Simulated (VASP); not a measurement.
# MgI2 (P-3m1) in VASP: further runs, part 2 of 2

VASP 6.6.1. Earlier steps stand in the parts before.

## Step 5: Single point, PBEsol (strained)

Contents of INCAR:

```
SYSTEM = MgI2
ALGO = Normal
EDIFF = 1E-6
ENCUT = 520
GGA = PS
ISIF = 2
ISMEAR = 0
LASPH = .TRUE.
LCHARG = .FALSE.
LREAL = .FALSE.
LWAVE = .FALSE.
NBANDS = 15
NELM = 80
PREC = Accurate
SIGMA = 0.02
```

Contents of KPOINTS:

```
k-points
0
G
  6 6 4
  0 0 0
```

Contents of POSCAR:

```
MgI2
1.0
    4.0705430450      0.0000000000      0.0000000000
   -2.0352715225      3.5251936841      0.0000000000
    0.0000000000      0.0000000000      6.8275527600
Mg I
1 2
Direct
    0.0000000000      0.0000000000      0.0000000000
    0.3333333333      0.6666666667      0.7308576697
    0.6666666667      0.3333333333      0.2691423303
```

Potentials or basis: VASP PAW PBE potentials, release 64 (Mg, I).

Launch:

```console
$ cat potpaw_PBE.64/Mg/POTCAR potpaw_PBE.64/I/POTCAR > POTCAR
$ mpirun -np 1 vasp_std > vasp.out
```

OUTCAR:

```text
SYSTEM = MgI2
   EDIFF = 1E-6
   ENCUT = 520
   GGA = PS
   ISIF = 2
   ISMEAR = 0
   LASPH = .TRUE.
   LREAL = .FALSE.
   NELM = 80
   PREC = Accurate

 ion  position               nearest neighbor table
   1  0.000  0.000  0.000-   2 2.98   3 2.98   2 2.98   3 2.98   3 2.98   2 2.98
   2  0.333  0.667  0.731-   1 2.98   1 2.98   1 2.98
   3  0.667  0.333  0.269-   1 2.98   1 2.98   1 2.98

  LATTYP: Found a hexagonal cell.
 ALAT       =     4.0705430450
 C/A-ratio  =     1.6773075937

  Lattice vectors:

 A1 = (   4.0705430450,   0.0000000000,   0.0000000000)
 A2 = (  -2.0352715225,   3.5251936841,   0.0000000000)
 A3 = (   0.0000000000,   0.0000000000,   6.8275527600)

Analysis of symmetry for initial positions (statically):
=====================================================================
 Subroutine PRICEL returns:
 Original cell was already a primitive cell.

 Routine SETGRP: Setting up the symmetry group for a
 hexagonal supercell.

 Subroutine GETGRP returns: Found 12 space group operations
 (whereof 12 operations were pure point group operations)
 out of a pool of 24 trial point group operations.

[... 179 lines left out ...]
      8       2.8713      2.00000
      9       6.0455      0.00000
     10       7.6276      0.00000
     11       9.7109      0.00000
     12       9.7109      0.00000
     13       9.7905      0.00000
     14      11.0981      0.00000
[... 401 lines left out ...]
      2      -8.4884      2.00000
      3      -0.2222      2.00000
      4      -0.1639      2.00000
      5      -0.1639      2.00000
      6       0.2120      2.00000
      7       2.1301      2.00000
      8       2.1301      2.00000
      9       7.1381      0.00000
     10       7.7055      0.00000
     11       7.7055      0.00000
     12       9.3468      0.00000
     13      11.1520      0.00000
     14      11.8568      0.00000
     15      11.8746      0.00000

------------------------ aborting loop because EDIFF is reached ----------------------------------------

  FORCE on cell =-STRESS in cart. coord.  units (eV):
  Direction    XX          YY          ZZ          XY          YZ          ZX
  --------------------------------------------------------------------------------------
  -------------------------------------------------------------------------------------
  Total       -0.2217007     -0.2217007     -1.8097600     -0.0000000      0.0000000      0.0000000
  in kB       -3.6255783     -3.6255783    -29.5958732     -0.0000000      0.0000000      0.0000000
  external PRESSURE =     -12.2823433 kB  Pullay stress =       0.0000000 kB

 VOLUME and BASIS-vectors are now :
 -----------------------------------------------------------------------------
  energy-cutoff  :      520.00
  volume of cell :       97.97
      direct lattice vectors                 reciprocal lattice vectors
     4.070543045  0.000000000  0.000000000     0.245667467  0.141836178  0.000000000
    -2.035271522  3.525193684  0.000000000     0.000000000  0.283672357  0.000000000
     0.000000000  0.000000000  6.827552760     0.000000000  0.000000000  0.146465364

 POSITION                                       TOTAL-FORCE (eV/Angst)
 -----------------------------------------------------------------------------------
      0.00000      0.00000      0.00000         0.000000      0.000000      0.000000
     -0.00000      2.35013      4.98997         0.000000      0.000000      0.812913
      2.03527      1.17506      1.83758        -0.000000      0.000000     -0.812913
 -----------------------------------------------------------------------------------
    total drift:                                0.000000     -0.000000      0.000000

  FREE ENERGIE OF THE ION-ELECTRON SYSTEM (eV)
  ---------------------------------------------------
  free  energy   TOTEN  =        -8.2793114204 eV

  energy  without entropy=       -8.2793114204  energy(sigma->0) =       -8.27931142
```

OSZICAR:

```text
N       E                     dE             d eps       ncg     rms          rms(c)
DAV:   1     0.729299113969E+02    0.72930E+02   -0.58418E+03   720   0.845E+02
DAV:   2    -0.276932119455E+01   -0.75699E+02   -0.68048E+02  1017   0.127E+02
DAV:   3    -0.836888315624E+01   -0.55996E+01   -0.55742E+01   930   0.402E+01
DAV:   4    -0.846595541319E+01   -0.97072E-01   -0.97064E-01   968   0.639E+00
DAV:   5    -0.846774819593E+01   -0.17928E-02   -0.17928E-02   979   0.812E-01    0.426E+00
DAV:   6    -0.831660685400E+01    0.15114E+00   -0.10793E-01   776   0.177E+00    0.288E+00
DAV:   7    -0.828201666181E+01    0.34590E-01   -0.99228E-02   875   0.157E+00    0.695E-01
DAV:   8    -0.827945676800E+01    0.25599E-02   -0.69220E-03   818   0.492E-01    0.323E-01
DAV:   9    -0.827933657142E+01    0.12020E-03   -0.14169E-03   951   0.213E-01    0.137E-01
DAV:  10    -0.827931125126E+01    0.25320E-04   -0.62006E-05   909   0.512E-02    0.493E-02
DAV:  11    -0.827931142039E+01   -0.16913E-06   -0.78212E-06   944   0.156E-02
   1 F= -.82793114E+01 E0= -.82793114E+01  d E =-.245102E-26
```

stdout:

```text
POSCAR found type information on POSCAR MgI
 POSCAR found :  2 types and       3 ions
 scaLAPACK will be used
 -----------------------------------------------------------------------------
|                                                                             |
|                                                                             |
|     You enforced a specific xc type in the INCAR file but a different       |
|     I HOPE YOU KNOW WHAT YOU ARE DOING!                                     |
|                                                                             |
 -----------------------------------------------------------------------------

 LDA part: xc-table for (Slater+PW92), standard interpolation
 POSCAR, INCAR and KPOINTS ok, starting setup
 FFT: planning ... GRIDC
 FFT: planning ... GRID_SOFT
 FFT: planning ... GRID
 WAVECAR not read
 entering main loop
```

Run time: 22 s. Hardware: 1 thread of Intel Xeon Platinum 8488C (Sapphire Rapids), shared host; peak memory 0.22 GiB.

What came out:

```
Free energy            : -8.2793 eV
Pressure               : -1.2 GPa
Largest force          : 0.813 eV/Å
Band gap on the k mesh : 3.07 eV, indirect (least direct gap 3.17 eV)
```

Forces on the atoms (eV/Å):
```
Mg   0.000  0.000  0.000
I    0.000  0.000  0.813
I    0.000  0.000 -0.813
```

Stress tensor (GPa, compression positive):
```
-0.36  0.00  0.00
 0.00 -0.36  0.00
 0.00  0.00 -2.96
```

Caveat: the cell differs from its parent crystal (strained); the PAW data sets were made with another functional, which shifts forces and pressure a little; spin-orbit coupling is left out, which moves the levels of the heavy elements; this functional lacks dispersion, which binds the layers, so the pressure and a relaxed spacing across them are unreliable. A k mesh can miss the band edges.

## Step 6: Single point, PBEsol (strained)

Contents of INCAR:

```
SYSTEM = MgI2
PREC = Accurate ; ENCUT = 520
EDIFF = 1E-6 ; ISMEAR = 0
SIGMA = 0.02 ; LREAL = .False.
LASPH = .True. ; NELM = 80
ALGO = Normal ; ISIF = 2
LWAVE = .False. ; LCHARG = .False.
GGA = PS ; NBANDS = 15
```

Contents of KPOINTS:

```
regular mesh
0
Gamma
  6 6 4
  0 0 0
```

Contents of POSCAR:

```
MgI2
1.0
    4.4237321663      0.0000000000      0.0000000000
   -2.2118660831      3.8310644355      0.0000000000
    0.0000000000      0.0000000000      6.8963786200
Mg I
1 2
Direct
    0.0000000000      0.0000000000      0.0000000000
    0.3333333333      0.6666666667      0.7683389321
    0.6666666667      0.3333333333      0.2316610679
```

Potentials or basis: VASP PAW PBE potentials, release 64 (Mg, I).

Launch:

```console
$ cat potpaw_PBE.64/Mg/POTCAR potpaw_PBE.64/I/POTCAR > POTCAR
$ mpirun -np 1 vasp_std > vasp.out
```

Wall time 30 s (1 thread of Intel Xeon Platinum 8488C (Sapphire Rapids), shared host); peak memory 0.25 GiB.

Results (log left out):

- Free energy: -8.2655 eV
- Pressure: -2.4 GPa
- Largest force: 0.149 eV/Å
- Band gap on the k mesh: 2.85 eV, direct

Forces on the atoms (eV/Å):
```
Mg   0.000  0.000  0.000
I    0.000  0.000  0.149
I    0.000  0.000 -0.149
```

Stress tensor (GPa, compression positive):
```
-3.19  0.00  0.00
 0.00 -3.19  0.00
 0.00  0.00 -0.77
```

Levels at points of the mesh, in eV from the valence-band top:
| k point | band 6 | band 7 | band 8 | band 9 | band 10 | band 11 |
| --- | --- | --- | --- | --- | --- | --- |
| (0.00, 0.00, 0.00) | -0.48 | -0.48 | 0.00 | 2.85 | 4.16 | 5.98 |
| (0.50, 0.00, 0.00) | -1.60 | -0.81 | -0.64 | 3.19 | 5.00 | 5.63 |
| (0.00, 0.00, 0.50) | -0.78 | -0.55 | -0.55 | 3.63 | 4.23 | 5.81 |
| (0.50, 0.00, 0.50) | -1.03 | -0.83 | -0.73 | 3.18 | 5.01 | 5.88 |

Caveat: the cell differs from its parent crystal (strained); the PAW data sets were made with another functional, which shifts forces and pressure a little; spin-orbit coupling is left out, which moves the levels of the heavy elements; this functional lacks dispersion, which binds the layers, so the pressure and a relaxed spacing across them are unreliable. A k mesh can miss the band edges.

## Step 7: The runs side by side

| task | cell | cutoff (eV) | gap on the mesh (eV) | pressure (GPa) | largest force (eV/Å) |
| --- | --- | --- | --- | --- | --- |
| relaxation of cell and atoms | relaxed from a = 4.154, b = 4.154, c = 6.862 Å, angles 90.0, 90.0, 120.0°, 3 atoms | 600 | 3.54 | 0.0 | - |
| single point | a = 4.084, b = 4.084, c = 7.340 Å, angles 90.0, 90.0, 120.0°, 3 atoms | 520 | 3.47 | 0.2 | 0.05 |
| single point | a = 4.127, b = 4.127, c = 7.340 Å, angles 90.0, 90.0, 120.0°, 3 atoms | 520 | 3.54 | -0.1 | - |
| single point | a = 4.071, b = 4.071, c = 6.828 Å, angles 90.0, 90.0, 120.0°, 3 atoms | 520 | 3.07 | -1.2 | 0.81 |
| single point | a = 4.424, b = 4.424, c = 6.896 Å, angles 90.0, 90.0, 120.0°, 3 atoms | 520 | 2.85 | -2.4 | 0.15 |

Alike in all rows: level PBEsol; potentials or basis VASP PAW PBE potentials, release 64 (Mg, I); no spin polarisation; k mesh 6 × 6 × 4; smearing gaussian 0.02 eV.

Caveats: the PAW data sets were made with another functional, which shifts forces and pressure a little; spin-orbit coupling is left out, which moves the levels of the heavy elements; this functional lacks dispersion, which binds the layers, so the pressure and a relaxed spacing across them are unreliable.

Total energies depend on the potentials used, so only differences within one code and one set of settings carry meaning.
